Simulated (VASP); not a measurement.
Set up this calculation in VASP 6.6.1, as the native input.

- Task: relaxation of cell and atoms
- Functional: PBEsol
- Potentials or basis: VASP PAW PBE potentials, release 64 (Si, O)
- Cutoff: 600 eV
- k mesh: 6 × 6 × 4
- Occupations: fermi-dirac, width 0.05 eV
- Spin: no spin polarisation
- Dipole correction: no
- Further INCAR settings: ALGO = Normal; EDIFF = 1e-07; IBRION = 2; EDIFFG = -0.01; NSW = 60; ISIF = 3

The structure of SiO2 lies in POSCAR:

```
SiO2
1.0
    4.9820000000      0.0000000000      0.0000000000
    0.0000000000      4.9820000000      0.0000000000
    0.0000000000      0.0000000000      6.9630000000
Si O
4 8
Direct
    0.7989700000      0.2010300000      0.7500000000
    0.7010300000      0.7010300000      0.5000000000
    0.2010300000      0.7989700000      0.2500000000
    0.2989700000      0.2989700000      0.0000000000
    0.1034700000      0.2398900000      0.8218700000
    0.2601100000      0.6034700000      0.0718700000
    0.8965300000      0.7601100000      0.3218700000
    0.7398900000      0.3965300000      0.5718700000
    0.6034700000      0.2601100000      0.9281300000
    0.7601100000      0.8965300000      0.6781300000
    0.3965300000      0.7398900000      0.4281300000
    0.2398900000      0.1034700000      0.1781300000
```

These files were run (other wordings do the same):

INCAR

```
PREC     = Accurate       # precision mode
ENCUT    = 600            # plane-wave cutoff, eV
EDIFF    = 1E-7           # SCF threshold, eV
ISMEAR   = -1             # smearing method
SIGMA    = 0.05           # smearing width, eV
LREAL    = F              # projectors in reciprocal space
LASPH    = T              # aspherical terms in the spheres
NELM     = 120            # most SCF steps
ALGO     = Normal         # electronic algorithm
ISIF     = 3              # what is computed and relaxed
LWAVE    = F              # write WAVECAR
LCHARG   = F              # write CHGCAR
GGA      = PS             # functional
IBRION   = 2              # ionic algorithm
NSW      = 60             # ionic steps
EDIFFG   = -0.01          # ionic threshold
GGA_COMPAT= F            
NELMIN   = 4
```

KPOINTS

```
Automatic mesh
0
Gamma
  6 6 4
```

Potentials or basis: VASP PAW PBE potentials, release 64 (Si, O).

The run is started by

```bash
$ cat potpaw_PBE.64/Si/POTCAR potpaw_PBE.64/O/POTCAR > POTCAR
$ mpirun -np 1 vasp_std > vasp.out
```

Results of the run:

```
Relaxed volume                        : 14.74 Å³/atom
Relaxed cell                          : a = 5.026 Å, b = 5.026 Å, c = 7.002 Å, α = 90.00°, β = 90.00°, γ = 90.00°
Space group after relaxing (to 0.1 Å) : P4_12_12 (No. 92)
Energy gained by relaxing             : 4.9 meV/atom
Ionic steps                           : 10
Pressure after relaxing               : 0.0 GPa
Largest force after relaxing          : 0.009 eV/Å
Band gap on the k mesh                : 5.57 eV
```

Caveat: the PAW data sets were made with another functional, which shifts forces and pressure a little.

It took 32 min on 1 thread of Oxide Virtual Turin-like Processor, on a shared host, peak memory 0.36 GiB.
